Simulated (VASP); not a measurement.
# NaSrBr3 in VASP: notebook

The runs below take NaSrBr3 through single point, with PBE, r2SCAN.

All numbers are computed with VASP 6.6.1; they aren't measurements. Logs are shortened: lines on timing, memory, paths and dates and some standing lists are left out, and cuts for length are marked.

## Step 1: The cell of the first run

Symmetry: Pm-3m, No. 221, cubic system. Conventional cell: a = 5.928 Å, b = 5.928 Å, c = 5.928 Å, α = 90.00°, β = 90.00°, γ = 90.00°. Na (site symmetry m-3m) has 12 Br at 4.19 Å and 8 Sr at 5.13 Å within 5.5 Å. Sr (site symmetry m-3m) has 6 Br at 2.96 Å within 3.9 Å. Br (site symmetry 4/mmm) has 2 Sr at 2.96 Å within 3.9 Å.

## Step 2: Single point, PBE

INCAR reads:

```
SYSTEM = NaSrBr3
ALGO = Normal
EDIFF = 1E-6
ENCUT = 520
GGA = PE
ISIF = 2
ISMEAR = -1
LASPH = .True.
LCHARG = .False.
LREAL = .False.
LWAVE = .False.
NBANDS = 27
NELM = 60
PREC = Accurate
SIGMA = 0.02
```

KPOINTS reads:

```
k-points
0
Gamma
  4 4 4
  0 0 0
```

POSCAR reads:

```
NaSrBr3
1.0
    5.9276796455      0.0000000000      0.0000000000
    0.0000000000      5.9276796455      0.0000000000
    0.0000000000      0.0000000000      5.9276796455
Na Sr Br
1 1 3
Direct
    0.0000000000      0.0000000000      0.0000000000
    0.5000000000      0.5000000000      0.5000000000
    0.5000000000      0.5000000000      0.0000000000
    0.5000000000      0.0000000000      0.5000000000
    0.0000000000      0.5000000000      0.5000000000
```

Potentials or basis: VASP PAW PBE potentials, release 64 (Na_pv, Sr_sv, Br).

Launch:

```sh
cat potpaw_PBE.64/Na_pv/POTCAR potpaw_PBE.64/Sr_sv/POTCAR potpaw_PBE.64/Br/POTCAR > POTCAR
mpirun -np 1 vasp_std > vasp.out
```

OUTCAR:

```text
SYSTEM = NaSrBr3
   EDIFF = 1E-6
   ENCUT = 520
   GGA = PE
   ISIF = 2
   ISMEAR = -1
   LASPH = .True.
   LREAL = .False.
   NELM = 60
   PREC = Accurate

 ion  position               nearest neighbor table
   1  0.000  0.000  0.000-
   2  0.500  0.500  0.500-   3 2.96   4 2.96   5 2.96   3 2.96   4 2.96   5 2.96
   3  0.500  0.500  0.000-   2 2.96   2 2.96
   4  0.500  0.000  0.500-   2 2.96   2 2.96
   5  0.000  0.500  0.500-   2 2.96   2 2.96

  LATTYP: Found a simple cubic cell.
 ALAT       =     5.9276796455

  Lattice vectors:

 A1 = (   5.9276796455,   0.0000000000,   0.0000000000)
 A2 = (   0.0000000000,   5.9276796455,   0.0000000000)
 A3 = (   0.0000000000,   0.0000000000,   5.9276796455)

Analysis of symmetry for initial positions (statically):
=====================================================================
 Subroutine PRICEL returns:
 Original cell was already a primitive cell.

 Routine SETGRP: Setting up the symmetry group for a
 simple cubic supercell.

 Subroutine GETGRP returns: Found 48 space group operations
 (whereof 48 operations were pure point group operations)
 out of a pool of 48 trial point group operations.

The static configuration has the point symmetry O_h .

Analysis of symmetry for dynamics (positions and initial velocities):
=====================================================================
 Subroutine PRICEL returns:
 Original cell was already a primitive cell.

 Routine SETGRP: Setting up the symmetry group for a
 simple cubic supercell.

 Subroutine GETGRP returns: Found 48 space group operations
 (whereof 48 operations were pure point group operations)
 out of a pool of 48 trial point group operations.

The dynamic configuration has the point symmetry O_h .

 Subroutine INISYM returns: Found 48 space group operations
 (whereof 48 operations are pure point group operations),
 and found     1 'primitive' translations

----------------------------------------------------------------------------------------

                                     Primitive cell

  volume of cell :     208.2832

  direct lattice vectors                    reciprocal lattice vectors
     5.927679645  0.000000000  0.000000000     0.168700075  0.000000000  0.000000000
     0.000000000  5.927679645  0.000000000     0.000000000  0.168700075  0.000000000
     0.000000000  0.000000000  5.927679645     0.000000000  0.000000000  0.168700075

[... 73 lines left out ...]
   NELM   =     60;   NELMIN=  2; NELMDL= -5     # of ELM steps
   EDIFF  = 0.1E-05   stopping-criterion for ELM
   LREAL  =      F    real-space projection
   EDIFFG = 0.1E-04   stopping-criterion for IOM
   NSW    =      0    number of steps for IOM
   IBRION =     -1    ionic relax: 0-MD 1-quasi-New 2-CG
   NFREE  =      0    steps in history (QN), initial steepest desc. (CG)
   ISIF   =      2    stress and relaxation
   ISYM   =      2    0-nonsym 1-usesym 2-fastsym
   POTIM  = 0.5000    time-step for ionic-motion
   TEBEG  =    0.0;   TEEND  =   0.0 temperature during run
   PSTRESS=    0.0 pullay stress
   NELECT =      38.0000    total number of electrons
   NUPDOWN=      -1.0000    fix difference up-down
   EMIN   =  10.00;   EMAX   =-10.00  energy-range for DOS
   EFERMI =   0.00;   METHOD = LEGACY
   ISMEAR =    -1;   SIGMA  =   0.02  broadening in eV -4-tet -1-fermi 0-gaus
   EFERMI_NEDOS =   21; number of points for ismear=-14 and -15
   IALGO  =     38    algorithm
   IMIX   =      4    mixing-type and parameters
     AMIX     =   0.40;   BMIX     =  1.00
     AMIX_MAG =   1.60;   BMIX_MAG =  1.00
  volume/ion in A,a.u.               =      41.66       281.11
  Fermi-wavevector in a.u.,A,eV,Ry     =   0.928506  1.754622 11.729897  0.862123
  Thomas-Fermi vector in A             =   2.054690
   LORBIT       =      0    0 simple, 1 ext, 2 COOP (PROOUT), +10 PAW based schemes
   GGA     = PE    functional components
   LHFCALC =     F    Hartree Fock is set to
   AEXX    =    0.0000 exact exchange contribution
   IVDW    =     0    specifies the selected vdW correction
   LEPSILON=     F    determine dielectric tensor
   LRPA    =     F    only Hartree local field effects (RPA)
 non-spin polarized calculation
  energy-cutoff  :      520.00
  volume of cell :      208.28
 maximum number of plane-waves:      5632
 NGX is ok and might be reduce to    48
   NGX = 23   NGY = 23   NGZ = 23

 number of electron      38.0000000 magnetization

 Free energy of the ion-electron system (eV)
  ---------------------------------------------------
  ext. energy  EPLUGINS =         0.00000000
  ---------------------------------------------------
  free energy    TOTEN  =       -16.36738529 eV

  energy without entropy =      -16.36738529  energy(sigma->0) =      -16.36738529

 E-fermi :  -1.0254     XC(G=0):  -6.7155

 val. band max:       -1.5798133100   @ k =   0.5000   0.5000   0.5000
 cond. band min:       1.3926953788   @ k =   0.0000   0.0000   0.0000
 fundamental gap:      2.9725086888
 Fermi energy:        -1.0253985340

 k-point     1 :       0.0000    0.0000    0.0000
  band No.  band energies     occupation
      1     -34.5387      2.00000
      2     -25.6851      2.00000
      3     -25.6851      2.00000
      4     -25.6851      2.00000
      5     -16.6396      2.00000
      6     -16.6396      2.00000
[... 289 lines left out ...]
     26       5.8772      0.00000
     27       6.1086      0.00000

------------------------ aborting loop because EDIFF is reached ----------------------------------------

  FORCE on cell =-STRESS in cart. coord.  units (eV):
  Direction    XX          YY          ZZ          XY          YZ          ZX
  --------------------------------------------------------------------------------------
  -------------------------------------------------------------------------------------
  Total        0.4722961      0.4722961      0.4722961      0.0000000      0.0000000      0.0000000
  in kB        3.6330449      3.6330449      3.6330449      0.0000000      0.0000000      0.0000000
  external PRESSURE =       3.6330449 kB  Pullay stress =       0.0000000 kB

 VOLUME and BASIS-vectors are now :
 -----------------------------------------------------------------------------
  energy-cutoff  :      520.00
  volume of cell :      208.28
      direct lattice vectors                 reciprocal lattice vectors
     5.927679645  0.000000000  0.000000000     0.168700075  0.000000000  0.000000000
     0.000000000  5.927679645  0.000000000     0.000000000  0.168700075  0.000000000
     0.000000000  0.000000000  5.927679645     0.000000000  0.000000000  0.168700075

 POSITION                                       TOTAL-FORCE (eV/Angst)
 -----------------------------------------------------------------------------------
      0.00000      0.00000      0.00000         0.000000      0.000000      0.000000
      2.96384      2.96384      2.96384         0.000000      0.000000      0.000000
      2.96384      2.96384      0.00000         0.000000      0.000000      0.000000
      2.96384      0.00000      2.96384         0.000000      0.000000      0.000000
      0.00000      2.96384      2.96384         0.000000      0.000000      0.000000
 -----------------------------------------------------------------------------------
    total drift:                                0.000000     -0.000000     -0.000000

  FREE ENERGIE OF THE ION-ELECTRON SYSTEM (eV)
  ---------------------------------------------------
  free  energy   TOTEN  =       -16.3673852946 eV

  energy  without entropy=      -16.3673852946  energy(sigma->0) =      -16.36738529
```

OSZICAR:

```text
N       E                     dE             d eps       ncg     rms          rms(c)
DAV:   1     0.301353060702E+03    0.30135E+03   -0.16570E+04   572   0.119E+03
DAV:   2     0.167448446688E+02   -0.28461E+03   -0.27486E+03   646   0.277E+02
DAV:   3    -0.162502425365E+02   -0.32995E+02   -0.32854E+02   789   0.927E+01
DAV:   4    -0.172501229751E+02   -0.99988E+00   -0.99702E+00   840   0.163E+01
DAV:   5    -0.172854779145E+02   -0.35355E-01   -0.35327E-01   845   0.171E+00    0.181E+01
DAV:   6    -0.166245381621E+02    0.66094E+00   -0.83599E-01   676   0.362E+00    0.109E+01
DAV:   7    -0.163923533955E+02    0.23218E+00   -0.79799E-01   644   0.376E+00    0.117E+00
DAV:   8    -0.163709550727E+02    0.21398E-01   -0.70225E-02   716   0.125E+00    0.342E-01
DAV:   9    -0.163672935789E+02    0.36615E-02   -0.12049E-02   606   0.582E-01    0.359E-01
DAV:  10    -0.163673172392E+02   -0.23660E-04   -0.11867E-03   737   0.184E-01    0.122E-01
DAV:  11    -0.163673510557E+02   -0.33816E-04   -0.92325E-04   597   0.156E-01    0.488E-02
DAV:  12    -0.163673826457E+02   -0.31590E-04   -0.76011E-05   727   0.456E-02    0.140E-02
DAV:  13    -0.163673839974E+02   -0.13517E-05   -0.36896E-06   636   0.102E-02    0.351E-03
DAV:  14    -0.163673852527E+02   -0.12553E-05   -0.15190E-06   537   0.728E-03    0.816E-04
DAV:  15    -0.163673852946E+02   -0.41932E-07   -0.75030E-08   431   0.180E-03
   1 F= -.16367385E+02 E0= -.16367385E+02  d E =-.172850E-12
```

stdout:

```text
POSCAR found type information on POSCAR NaSrBr
 POSCAR found :  3 types and       5 ions
 scaLAPACK will be used
 LDA part: xc-table for (Slater+PW92), standard interpolation
 POSCAR, INCAR and KPOINTS ok, starting setup
 FFT: planning ... GRIDC
 FFT: planning ... GRID_SOFT
 FFT: planning ... GRID
 WAVECAR not read
 entering main loop
```

It took 47 s on 1 thread of AMD EPYC 7R13 (Zen 3), shared host; peak memory 0.31 GiB.

What came out:

```
Free energy            : -16.3674 eV
Pressure               : 0.4 GPa
Band gap on the k mesh : 2.97 eV (least direct gap 3.23 eV)
```

[end of part 1 of 3]
